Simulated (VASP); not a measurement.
# BN in VASP: a series of runs

BN is run at these levels: PBE; tasks: single point.

All numbers are computed with VASP 6.6.1; they aren't measurements. Logs are shortened: lines on timing, memory, paths and dates and some standing lists are left out, and cuts for length are marked.

## (1) The cell of the first run

It takes space group Amm2 (No. 38, orthorhombic). Conventional cell: a = 6.661 Å, b = 2.504 Å, c = 4.337 Å, α = 90.00°, β = 90.00°, γ = 90.00°. B (site symmetry mm2) has 3 N at 1.32 to 1.75 Å within 1.8 Å. Within 1.9 Å of B (site symmetry mm2) lie 3 N at 1.45 Å. Within 1.9 Å of N (site symmetry mm2) lie 3 B at 1.45 Å. N (site symmetry mm2) has 3 B at 1.32 to 1.75 Å within 1.8 Å.

## (2) Single point, PBE (atom 1 (B) moved by (+0.000, -0.300) A along x and y)

INCAR reads:

```
PREC     = Accurate       # precision mode
ENCUT    = 520            # plane-wave cutoff, eV
EDIFF    = 1E-6           # SCF threshold, eV
ISMEAR   = 0              # smearing method
SIGMA    = 0.05           # smearing width, eV
LREAL    = F              # projectors in reciprocal space
LASPH    = T              # aspherical terms in the spheres
NELM     = 100            # most SCF steps
ALGO     = Normal         # electronic algorithm
ISIF     = 2              # what is computed and relaxed
LWAVE    = F              # write WAVECAR
LCHARG   = F              # write CHGCAR
GGA      = PE             # functional
NBANDS   = 16             # bands
```

KPOINTS reads:

```
Automatic mesh
0
Gamma
  12 12 4
```

POSCAR reads:

```
BN
1.0
    2.5039917043      0.0000000000      0.0000000000
   -1.2519958522      2.1685204268      0.0000000000
    0.0000000000      0.0000000000      6.6612000000
B N
2 2
Direct
    0.2641617460      0.5283234921      0.2500000000
    0.6666666667      0.3333333333      0.7500000000
    0.3333333333      0.6666666667      0.7500000000
    0.6666666667      0.3333333333      0.2500000000
```

Potentials or basis: VASP PAW PBE potentials, release 64 (B, N).

Launch:

```bash
cat potpaw_PBE.64/B/POTCAR potpaw_PBE.64/N/POTCAR > POTCAR
mpirun -np 1 vasp_std > vasp.out
```

OUTCAR:

```text
PREC = Accurate
   ENCUT = 520
   EDIFF = 1E-6
   ISMEAR = 0
   LREAL = F
   LASPH = T
   NELM = 100
   ISIF = 2
   GGA = PE

 ion  position               nearest neighbor table
   1  0.264  0.528  0.250-   4 1.32   4 1.32   4 1.75
   2  0.667  0.333  0.750-   3 1.45   3 1.45   3 1.45
   3  0.333  0.667  0.750-   2 1.45   2 1.45   2 1.45
   4  0.667  0.333  0.250-   1 1.32   1 1.32   1 1.75

  LATTYP: Found a hexagonal cell.
 ALAT       =     2.5039917043
 C/A-ratio  =     2.6602324555

  Lattice vectors:

 A1 = (   2.5039917043,   0.0000000000,   0.0000000000)
 A2 = (  -1.2519958522,   2.1685204268,   0.0000000000)
 A3 = (   0.0000000000,   0.0000000000,   6.6612000000)

Analysis of symmetry for initial positions (statically):
=====================================================================
 Subroutine PRICEL returns:
 Original cell was already a primitive cell.

 Routine SETGRP: Setting up the symmetry group for a
 hexagonal supercell.

 Subroutine GETGRP returns: Found  4 space group operations
 (whereof  2 operations were pure point group operations)
 out of a pool of 24 trial point group operations.

The static configuration has the point symmetry C_1h.
 The point group associated with its full space group is C_2v.

Analysis of symmetry for dynamics (positions and initial velocities):
=====================================================================
 Subroutine PRICEL returns:
 Original cell was already a primitive cell.

 Routine SETGRP: Setting up the symmetry group for a
 hexagonal supercell.

 Subroutine GETGRP returns: Found  4 space group operations
 (whereof  2 operations were pure point group operations)
 out of a pool of 24 trial point group operations.

The dynamic configuration has the point symmetry C_1h.
 The point group associated with its full space group is C_2v.

 Subroutine INISYM returns: Found  4 space group operations
 (whereof  2 operations are pure point group operations),
 and found     1 'primitive' translations

----------------------------------------------------------------------------------------

                                     Primitive cell

  volume of cell :      36.1700

  direct lattice vectors                    reciprocal lattice vectors
     2.503991704  0.000000000  0.000000000     0.399362345  0.230571958  0.000000000
    -1.251995852  2.168520427  0.000000000     0.000000000  0.461143915  0.000000000
     0.000000000  0.000000000  6.661200000     0.000000000  0.000000000  0.150123101

  length of vectors
     2.503991704  2.503991704  6.661200000     0.461143915  0.461143915  0.150123101

  position of ions in fractional coordinates (direct lattice)
     0.264161746  0.528323492  0.250000000
     0.666666667  0.333333333  0.750000000
     0.333333333  0.666666667  0.750000000
     0.666666667  0.333333333  0.250000000

  ion indices of the primitive-cell ions
   primitive index   ion index
                 1           1
                 2           2
                 3           3
                 4           4

----------------------------------------------------------------------------------------

 KPOINTS: Automatic mesh

Automatic generation of k-mesh.
 Grid dimensions read from file:
 generate k-points for:   12   12    4

 Generating k-lattice:

  Cartesian coordinates                     Fractional coordinates (reciprocal lattice)
     0.033280195  0.019214330  0.000000000     0.083333333 -0.000000000  0.000000000
     0.000000000  0.038428660  0.000000000     0.000000000  0.083333333  0.000000000
     0.000000000  0.000000000  0.037530775     0.000000000  0.000000000  0.250000000

  Length of vectors
     0.038428660  0.038428660  0.037530775

  Shift w.r.t. Gamma in fractional coordinates (k-lattice)
     0.000000000  0.000000000  0.000000000

 Subroutine IBZKPT returns following result:
 ===========================================

 Found    129 irreducible k-points:

 Following reciprocal coordinates:
            Coordinates               Weight
  0.000000  0.000000  0.000000      1.000000
  0.083333  0.000000  0.000000      4.000000
  0.000000  0.083333  0.000000      2.000000
  0.166667  0.000000  0.000000      4.000000
  0.000000  0.166667  0.000000      2.000000
  0.250000  0.000000  0.000000      4.000000
[... 16 lines left out ...]
 -0.083333  0.416667  0.000000      4.000000
 -0.416667  0.333333  0.000000      4.000000
 [... further k-points ...]
   k-points           NKPTS =    129   k-points in BZ     NKDIM =    129   number of bands    NBANDS=     16
   number of dos      NEDOS =    301   number of ions     NIONS =      4
   total plane-waves  NPLWV =  20000
   dimension x,y,z NGX =    20 NGY =   20 NGZ =   50
   dimension x,y,z NGXF=    40 NGYF=   40 NGZF=  100
   ions per type =               2   2
   NGX,Y,Z   is equivalent  to a cutoff of  13.28, 13.28, 12.48 a.u.
   NGXF,Y,Z  is equivalent  to a cutoff of  26.56, 26.56, 24.96 a.u.
 SYSTEM =  unknown system
   PREC   = accura    normal or accurate (medium, high low for compatibility)
   ISTART =      0    job   : 0-new  1-cont  2-samecut
   ICHARG =      2    charge: 1-file 2-atom 10-const
   ISPIN  =      1    spin polarized calculation?
   LNONCOLLINEAR =      F non collinear calculations
   LSORBIT =      F    spin-orbit coupling
   LASPH  =      T    aspherical Exc in radial PAW
   ENCUT  =  520.0 eV  38.22 Ry    6.18 a.u.   4.66  4.66 12.39*2*pi/ulx,y,z
   NELM   =    100;   NELMIN=  2; NELMDL= -5     # of ELM steps
   EDIFF  = 0.1E-05   stopping-criterion for ELM
   LREAL  =      F    real-space projection
   EDIFFG = 0.1E-04   stopping-criterion for IOM
   NSW    =      0    number of steps for IOM
   IBRION =     -1    ionic relax: 0-MD 1-quasi-New 2-CG
   NFREE  =      0    steps in history (QN), initial steepest desc. (CG)
   ISIF   =      2    stress and relaxation
   ISYM   =      2    0-nonsym 1-usesym 2-fastsym
   POTIM  = 0.5000    time-step for ionic-motion
   TEBEG  =    0.0;   TEEND  =   0.0 temperature during run
   PSTRESS=    0.0 pullay stress
   NELECT =      16.0000    total number of electrons
   NUPDOWN=      -1.0000    fix difference up-down
   EMIN   =  10.00;   EMAX   =-10.00  energy-range for DOS
   EFERMI =   0.00;   METHOD = LEGACY
   ISMEAR =     0;   SIGMA  =   0.05  broadening in eV -4-tet -1-fermi 0-gaus
   EFERMI_NEDOS =   21; number of points for ismear=-14 and -15
   IALGO  =     38    algorithm
   IMIX   =      4    mixing-type and parameters
     AMIX     =   0.40;   BMIX     =  1.00
     AMIX_MAG =   1.60;   BMIX_MAG =  1.00
  volume/ion in A,a.u.               =       9.04        61.02
  Fermi-wavevector in a.u.,A,eV,Ry     =   1.247379  2.357205 21.170055  1.555955
  Thomas-Fermi vector in A             =   2.381514
   LORBIT       =      0    0 simple, 1 ext, 2 COOP (PROOUT), +10 PAW based schemes
   GGA     = PE    functional components
   LHFCALC =     F    Hartree Fock is set to
   AEXX    =    0.0000 exact exchange contribution
   IVDW    =     0    specifies the selected vdW correction
   LEPSILON=     F    determine dielectric tensor
   LRPA    =     F    only Hartree local field effects (RPA)
 non-spin polarized calculation
 Gauss-broadening in eV      SIGMA  =   0.05
  energy-cutoff  :      520.00
  volume of cell :       36.17
 maximum number of plane-waves:       992
   NGX =  9   NGY =  9   NGZ = 25

 number of electron      15.9999998 magnetization

 Free energy of the ion-electron system (eV)
  ---------------------------------------------------
  ext. energy  EPLUGINS =         0.00000000
  ---------------------------------------------------
  free energy    TOTEN  =       -33.87852913 eV

  energy without entropy =      -33.87852913  energy(sigma->0) =      -33.87852913

 E-fermi :   4.1620     XC(G=0): -10.0335

 val. band max:        3.9536482114   @ k =   0.0000   0.0000   0.5000
 cond. band min:       6.0008298201   @ k =   0.5000   0.0000   0.0000
 fundamental gap:      2.0471816087
 Fermi energy:         4.1620184162

 k-point     1 :       0.0000    0.0000    0.0000
  band No.  band energies     occupation
      1     -15.5763      2.00000
      2     -15.2882      2.00000
      3      -4.0316      2.00000
      4      -2.3704      2.00000
      5      -1.9668      2.00000
      6       0.8891      2.00000
[... 8 lines left out ...]
     15      15.4655      0.00000
     16      17.0616      0.00000

 k-point     2 :       0.0833    0.0000    0.0000
  band No.  band energies     occupation
      1     -15.4463      2.00000
      2     -15.1646      2.00000
      3      -3.8426      2.00000
      4      -2.6353      2.00000
      5      -1.7958      2.00000
      6       0.3288      2.00000
[... 8 lines left out ...]
     15      14.9670      0.00000
     16      17.2645      0.00000

 k-point     3 :       0.0000    0.0833    0.0000
  band No.  band energies     occupation
      1     -15.4369      2.00000
      2     -15.1521      2.00000
      3      -3.8541      2.00000
      4      -2.4934      2.00000
      5      -1.8109      2.00000
      6       0.3287      2.00000
[... 8 lines left out ...]
     15      15.0588      0.00000
     16      17.3767      0.00000

 k-point     4 :       0.1667    0.0000    0.0000
  band No.  band energies     occupation
      1     -15.0664      2.00000
      2     -14.7998      2.00000
      3      -3.3627      2.00000
      4      -3.2814      2.00000
      5      -1.2919      2.00000
      6      -1.0834      2.00000
[... 8 lines left out ...]
     15      16.0159      0.00000
     16      17.8499      0.00000
[... 324 lines left out ...]
 k-point    22 :       0.3333    0.0833    0.0000
  band No.  band energies     occupation
      1     -13.2727      2.00000
      2     -12.9913      2.00000
      3      -6.0612      2.00000
      4      -5.3881      2.00000
      5      -1.9754      2.00000
      6      -0.4622      2.00000
[... 8 lines left out ...]
     15      17.2672      0.00000
     16      20.6965      0.00000

 k-point    23 :      -0.0833    0.4167    0.0000
  band No.  band energies     occupation
      1     -13.0559      2.00000
      2     -12.8116      2.00000
      3      -5.3932      2.00000
      4      -4.6665      2.00000
      5      -3.7692      2.00000
      6      -1.9744      2.00000
[... 8 lines left out ...]
     15      17.5389      0.00000
     16      20.0661      0.00000

 k-point    24 :      -0.4167    0.3333    0.0000
  band No.  band energies     occupation
      1     -13.3871      2.00000
      2     -13.0003      2.00000
      3      -6.0020      2.00000
      4      -5.3882      2.00000
      5      -1.9754      2.00000
      6      -0.3344      2.00000
[... 8 lines left out ...]
     15      17.6105      0.00000
     16      20.8864      0.00000

 [... further k-points ...]

------------------------ aborting loop because EDIFF is reached ----------------------------------------

  FORCE on cell =-STRESS in cart. coord.  units (eV):
  Direction    XX          YY          ZZ          XY          YZ          ZX
  --------------------------------------------------------------------------------------
  -------------------------------------------------------------------------------------
  Total        7.7203887      1.8309314      0.5906088     -0.0000000      0.0000000      0.0000000
  in kB      341.9801292     81.1024145     26.1614404     -0.0000000      0.0000000      0.0000000
  external PRESSURE =     149.7479947 kB  Pullay stress =       0.0000000 kB

 VOLUME and BASIS-vectors are now :
 -----------------------------------------------------------------------------
  energy-cutoff  :      520.00
  volume of cell :       36.17
      direct lattice vectors                 reciprocal lattice vectors
     2.503991704  0.000000000  0.000000000     0.399362345  0.230571958  0.000000000
    -1.251995852  2.168520427  0.000000000     0.000000000  0.461143915  0.000000000
     0.000000000  0.000000000  6.661200000     0.000000000  0.000000000  0.150123101

 POSITION                                       TOTAL-FORCE (eV/Angst)
 -----------------------------------------------------------------------------------
     -0.00000      1.14568      1.66530        -0.000000      6.411783      0.000000
      1.25200      0.72284      4.99590        -0.000000      0.001346      0.000000
     -0.00000      1.44568      4.99590         0.000000     -0.010135      0.000000
      1.25200      0.72284      1.66530         0.000000     -6.402994      0.000000
 -----------------------------------------------------------------------------------
    total drift:                                0.000000     -0.000205     -0.000000

  FREE ENERGIE OF THE ION-ELECTRON SYSTEM (eV)
  ---------------------------------------------------
  free  energy   TOTEN  =       -33.8785291295 eV

  energy  without entropy=      -33.8785291295  energy(sigma->0) =      -33.87852913
```

Run time: 51 s. Hardware: 1 thread of Intel Xeon Platinum 8559C (Emerald Rapids), shared host; peak memory 0.19 GiB.

Results:

```
Free energy            : -33.8785 eV
Pressure               : 15.0 GPa
Largest force          : 6.412 eV/Å
Band gap on the k mesh : 2.05 eV (least direct gap 3.45 eV)
```

Forces in eV/Å, atoms in the order of the input:
```
B    0.000  6.412  0.000
B    0.000  0.001  0.000
N    0.000 -0.010  0.000
N    0.000 -6.403  0.000
```

Levels at points of the mesh, in eV from the valence-band top:
| k point | band 5 | band 6 | band 7 | band 8 | band 9 | band 10 | band 11 | band 12 |
| --- | --- | --- | --- | --- | --- | --- | --- | --- |
| (0.00, 0.00, 0.00) | -5.92 | -3.06 | -3.06 | 0.00 | 3.45 | 6.77 | 8.58 | 9.86 |
| (0.50, 0.00, 0.00) | -5.86 | -4.18 | -3.01 | -2.06 | 2.05 | 3.55 | 6.12 | 7.99 |
| (0.00, 0.50, 0.00) | -7.91 | -5.86 | -3.96 | -2.48 | 3.00 | 6.01 | 7.62 | 8.18 |
| (0.00, 0.00, 0.50) | -6.32 | -3.06 | -3.06 | 0.00 | 5.49 | 5.83 | 7.17 | 9.86 |
| (0.50, 0.00, 0.50) | -5.86 | -4.19 | -2.66 | -2.33 | 2.16 | 2.98 | 6.19 | 8.17 |
| (0.00, 0.50, 0.50) | -7.91 | -5.86 | -3.76 | -2.67 | 2.99 | 5.51 | 8.03 | 8.18 |

Caveat: the cell differs from its parent crystal (atom 1 (B) moved by (+0.000, -0.300) A along x and y); the stress differs along the axes, from 3 to 34 GPa; this functional lacks dispersion, which binds layers or chains, so the pressure and a relaxed spacing across them are unreliable; forces of over 1 eV/Å act on the atoms, so gaps and moduli don't describe the material at rest.

## (3) Single point, PBE (atom 1 (B) moved by (+0.000, +0.300) A along x and y)

INCAR reads:

```
SYSTEM = BN
PREC     = Accurate       ! precision mode
ENCUT    = 520            ! plane-wave cutoff, eV
EDIFF    = 1E-7           ! SCF threshold, eV
ISMEAR   = 0              ! smearing method
SIGMA    = 0.05           ! smearing width, eV
LREAL    = .FALSE.        ! projectors in reciprocal space
LASPH    = .TRUE.         ! aspherical terms in the spheres
NELM     = 80             ! most SCF steps
ALGO     = Normal         ! electronic algorithm
ISIF     = 2              ! what is computed and relaxed
LWAVE    = .FALSE.        ! write WAVECAR
LCHARG   = .TRUE.         ! write CHGCAR
GGA      = PE             ! functional
LELF     = .TRUE.         ! ELF
LVHAR    = .TRUE.       
NBANDS   = 16             ! bands
```

KPOINTS reads:

```
regular mesh
0
G
  12 12 4
  0 0 0
```

POSCAR: that of step 2 with these lines changed.

```diff
@@ -8,3 +8,3 @@
 Direct
-    0.2641617460      0.5283234921      0.2500000000
+    0.4025049206      0.8050098413      0.2500000000
     0.6666666667      0.3333333333      0.7500000000
```

Potentials or basis: VASP PAW PBE potentials, release 64 (B, N).

Launch:

```bash
cat potpaw_PBE.64/B/POTCAR potpaw_PBE.64/N/POTCAR > POTCAR
mpirun -np 1 vasp_std > vasp.out
```

Run time: 42 s. Hardware: 1 thread of Intel Xeon Platinum 8559C (Emerald Rapids), shared host; peak memory 0.19 GiB.

The run converged. Its results:

* Free energy: -32.4851 eV
* Pressure: 27.5 GPa
* Largest force: 22.067 eV/Å
* Band gap on the k mesh: 2.37 eV (least direct gap 3.82 eV)

Forces on the atoms (eV/Å):
```
B     0.000 -22.062   0.000
B     0.000   0.001   0.000
N     0.000  -0.005   0.000
N     0.000  22.067   0.000
```

Stress tensor (GPa, compression positive):
```
 1.42  0.00  0.00
 0.00 78.46  0.00
 0.00  0.00  2.55
```

Levels at points of the mesh, in eV from the valence-band top:
| k point | band 5 | band 6 | band 7 | band 8 | band 9 | band 10 | band 11 | band 12 |
| --- | --- | --- | --- | --- | --- | --- | --- | --- |
| (0.00, 0.00, 0.00) | -5.54 | -2.82 | -2.82 | 0.00 | 3.82 | 7.03 | 8.84 | 9.92 |
| (0.50, 0.00, 0.00) | -5.62 | -5.48 | -3.49 | -2.19 | 3.13 | 5.39 | 6.25 | 8.25 |
| (0.00, 0.50, 0.00) | -5.62 | -4.36 | -2.64 | -2.02 | 2.50 | 3.61 | 8.22 | 9.03 |
| (0.00, 0.00, 0.50) | -5.51 | -2.82 | -2.82 | 0.00 | 6.06 | 6.09 | 7.03 | 10.10 |
| (0.50, 0.00, 0.50) | -5.62 | -5.49 | -3.26 | -2.41 | 3.25 | 4.82 | 6.36 | 8.41 |
| (0.00, 0.50, 0.50) | -5.62 | -4.36 | -2.41 | -2.12 | 2.37 | 3.22 | 8.44 | 9.16 |

Caveat: the cell differs from its parent crystal (atom 1 (B) moved by (+0.000, +0.300) A along x and y); the stress differs along the axes, from 1 to 78 GPa; this functional lacks dispersion, which binds layers or chains, so the pressure and a relaxed spacing across them are unreliable; forces of over 1 eV/Å act on the atoms, so gaps and moduli don't describe the material at rest.

(Part 1 of 2 ends here.)
